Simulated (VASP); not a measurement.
# PbS (Cmcm) in VASP: notebook, part 2 of 2

VASP 6.6.1. The steps go on from the part before.

**6. Single point, PBEsol**

Contents of INCAR:

```
SYSTEM = PbS
PREC = Accurate
ENCUT = 520
EDIFF = 1E-6
ISMEAR = -1
SIGMA = 0.02
LREAL = .False.
LASPH = .True.
NELM = 60
ALGO = Normal
ISIF = 2
LWAVE = .False.
LCHARG = .False.
GGA = PS
NBANDS = 28
```

Contents of KPOINTS:

```
regular mesh
0
Gamma
  5 5 5
  0 0 0
```

Contents of POSCAR:

```
PbS
1.0
    2.0799530000     -5.9912970000      0.0000000000
    2.0799530000      5.9912970000      0.0000000000
    0.0000000000      0.0000000000      4.2793210000
Pb S
2 2
Direct
    0.8694370000      0.1305630000      0.7500000000
    0.1305630000      0.8694370000      0.2500000000
    0.6452030000      0.3547970000      0.7500000000
    0.3547970000      0.6452030000      0.2500000000
```

Potentials or basis: VASP PAW PBE potentials, release 64 (Pb_d, S).

Run with:

```bash
> cat potpaw_PBE.64/Pb_d/POTCAR potpaw_PBE.64/S/POTCAR > POTCAR
> mpirun -np 1 vasp_std > vasp.out
```

OUTCAR:

```text
SYSTEM = PbS
   PREC = Accurate
   ENCUT = 520
   EDIFF = 1E-6
   ISMEAR = -1
   LREAL = .False.
   LASPH = .True.
   NELM = 60
   ISIF = 2
   GGA = PS

 ion  position               nearest neighbor table
   1  0.869  0.131  0.750-   3 2.69   4 2.99   4 2.99   4 2.99   4 2.99   2 3.79   2 3.79   2 4.13
                             2 4.13   2 4.13   2 4.13
   2  0.131  0.869  0.250-   4 2.69   3 2.99   3 2.99   3 2.99   3 2.99   1 3.79   1 3.79   1 4.13
                             1 4.13   1 4.13   1 4.13
   3  0.645  0.355  0.750-   1 2.69   2 2.99   2 2.99   2 2.99   2 2.99
   4  0.355  0.645  0.250-   2 2.69   1 2.99   1 2.99   1 2.99   1 2.99

  LATTYP: Found a base centered orthorhombic cell.
 ALAT       =     4.1599060000
 B/A-ratio  =     2.8804963381
 C/A-ratio  =     1.0287061775

  Lattice vectors:

 A1 = (   2.0799530000,  -5.9912970000,   0.0000000000)
 A2 = (   2.0799530000,   5.9912970000,   0.0000000000)
 A3 = (   0.0000000000,   0.0000000000,   4.2793210000)

Analysis of symmetry for initial positions (statically):
=====================================================================
 Subroutine PRICEL returns:
 Original cell was already a primitive cell.

 Routine SETGRP: Setting up the symmetry group for a
[... 169 lines left out ...]
  free energy    TOTEN  =       -18.74203812 eV

  energy without entropy =      -18.74203812  energy(sigma->0) =      -18.74203812

 E-fermi :   5.2661     XC(G=0):  -9.7802

 val. band max:        4.8123601618   @ k =  -0.4000   0.4000   0.4000
 cond. band min:       5.9444880090   @ k =   0.2000   0.2000   0.0000
 fundamental gap:      1.1321278472
 Fermi energy:         5.2660640519

 k-point     1 :       0.0000    0.0000    0.0000
  band No.  band energies     occupation
      1     -11.5250      2.00000
      2     -11.4236      2.00000
      3     -11.4144      2.00000
      4     -11.4118      2.00000
      5     -11.3770      2.00000
      6     -11.3735      2.00000
[... 733 lines left out ...]
     27      12.2122      0.00000
     28      12.8178      0.00000

 [... further k-points ...]
[... 5 lines left out ...]
  --------------------------------------------------------------------------------------
  -------------------------------------------------------------------------------------
  Total       -1.3139701     -1.0328063     -1.4372978      0.0000000     -0.0000000      0.0000000
  in kB      -19.7386222    -15.5149453    -21.5912655      0.0000000     -0.0000000      0.0000000
  external PRESSURE =     -18.9482777 kB  Pullay stress =       0.0000000 kB

 VOLUME and BASIS-vectors are now :
 -----------------------------------------------------------------------------
  energy-cutoff  :      520.00
  volume of cell :      106.65
      direct lattice vectors                 reciprocal lattice vectors
     2.079953000 -5.991297000  0.000000000     0.240390047 -0.083454384  0.000000000
     2.079953000  5.991297000  0.000000000     0.240390047  0.083454384  0.000000000
     0.000000000  0.000000000  4.279321000     0.000000000  0.000000000  0.233681932

 POSITION                                       TOTAL-FORCE (eV/Angst)
 -----------------------------------------------------------------------------------
      2.07995     -4.42681      3.20949         0.000000      0.033431      0.000000
      2.07995      4.42681      1.06983         0.000000     -0.033431      0.000000
      2.07995     -1.73991      3.20949         0.000000      0.018187     -0.000000
      2.07995      1.73991      1.06983         0.000000     -0.018187      0.000000
 -----------------------------------------------------------------------------------
    total drift:                                0.000000     -0.000000      0.000000

  FREE ENERGIE OF THE ION-ELECTRON SYSTEM (eV)
  ---------------------------------------------------
  free  energy   TOTEN  =       -18.7420381232 eV

  energy  without entropy=      -18.7420381232  energy(sigma->0) =      -18.74203812
```

OSZICAR:

```text
N       E                     dE             d eps       ncg     rms          rms(c)
DAV:   1     0.419553339560E+03    0.41955E+03   -0.18919E+04  1512   0.153E+03
DAV:   2     0.275416817374E+02   -0.39201E+03   -0.37968E+03  1532   0.402E+02
DAV:   3    -0.174334673805E+02   -0.44975E+02   -0.43832E+02  2004   0.153E+02
DAV:   4    -0.195226359026E+02   -0.20892E+01   -0.20808E+01  1792   0.344E+01
DAV:   5    -0.196096300681E+02   -0.86994E-01   -0.86975E-01  1992   0.737E+00    0.615E+00
DAV:   6    -0.187440548481E+02    0.86558E+00   -0.21409E+00  2112   0.100E+01    0.390E+00
DAV:   7    -0.187457836127E+02   -0.17288E-02   -0.39847E-01  1768   0.273E+00    0.231E+00
DAV:   8    -0.187460931038E+02   -0.30949E-03   -0.64352E-02  2252   0.194E+00    0.574E-01
DAV:   9    -0.187418258935E+02    0.42672E-02   -0.18433E-02  2112   0.100E+00    0.991E-02
DAV:  10    -0.187420184819E+02   -0.19259E-03   -0.13253E-03  1812   0.210E-01    0.409E-02
DAV:  11    -0.187420411652E+02   -0.22683E-04   -0.86603E-05  2184   0.598E-02    0.203E-02
DAV:  12    -0.187420389403E+02    0.22249E-05   -0.14750E-05  1828   0.199E-02    0.134E-02
DAV:  13    -0.187420381232E+02    0.81712E-06   -0.17591E-06  1288   0.969E-03
   1 F= -.18742038E+02 E0= -.18742038E+02  d E =-.463384E-11
```

stdout:

```text
POSCAR found type information on POSCAR PbS
 POSCAR found :  2 types and       4 ions
 scaLAPACK will be used
 -----------------------------------------------------------------------------
|                                                                             |
|                                                                             |
|     You enforced a specific xc type in the INCAR file but a different       |
|     I HOPE YOU KNOW WHAT YOU ARE DOING!                                     |
|                                                                             |
 -----------------------------------------------------------------------------

 LDA part: xc-table for (Slater+PW92), standard interpolation
 POSCAR, INCAR and KPOINTS ok, starting setup
 FFT: planning ... GRIDC
 FFT: planning ... GRID_SOFT
 FFT: planning ... GRID
 WAVECAR not read
 entering main loop
```

It took 75 s on 1 thread of AMD EPYC 7R43 (Zen 3), shared host; peak memory 0.25 GiB.

Results:

```
Free energy            : -18.7420 eV
Pressure               : -1.9 GPa
Largest force          : 0.033 eV/Å
Band gap on the k mesh : 1.13 eV, indirect (least direct gap 1.20 eV)
```

Forces in eV/Å, atoms in the order of the input:
```
Pb   0.000  0.033  0.000
Pb   0.000 -0.033  0.000
S    0.000  0.018  0.000
S    0.000 -0.018  0.000
```

Stress tensor (GPa, compression positive):
```
-1.97  0.00  0.00
 0.00 -1.55  0.00
 0.00  0.00 -2.16
```

Caveat: the PAW data sets were made with another functional, which shifts forces and pressure a little; spin-orbit coupling is left out, which moves the levels of the heavy elements. A k mesh can miss the band edges.

**7. Overview**

```csv
k mesh,gap on the mesh (eV),pressure (GPa),largest force (eV/Å)
2 × 2 × 2,1.13,-0.5,0.86
3 × 3 × 3,1.68,-1.9,0.23
4 × 4 × 3,1.13,-2.0,0.10
4 × 4 × 4,1.22,-2.0,0.04
5 × 5 × 5,1.13,-1.9,0.03
```

Alike in all rows: task single point; level PBEsol; potentials or basis VASP PAW PBE potentials, release 64 (Pb_d, S); no spin polarisation; cell as given; cutoff (eV) 520; smearing fermi-dirac 0.02 eV.

Caveats: some runs use coarse meshes; the PAW data sets were made with another functional, which shifts forces and pressure a little; spin-orbit coupling is left out, which moves the levels of the heavy elements.

Absolute energies hang on the potentials; compare differences alone.
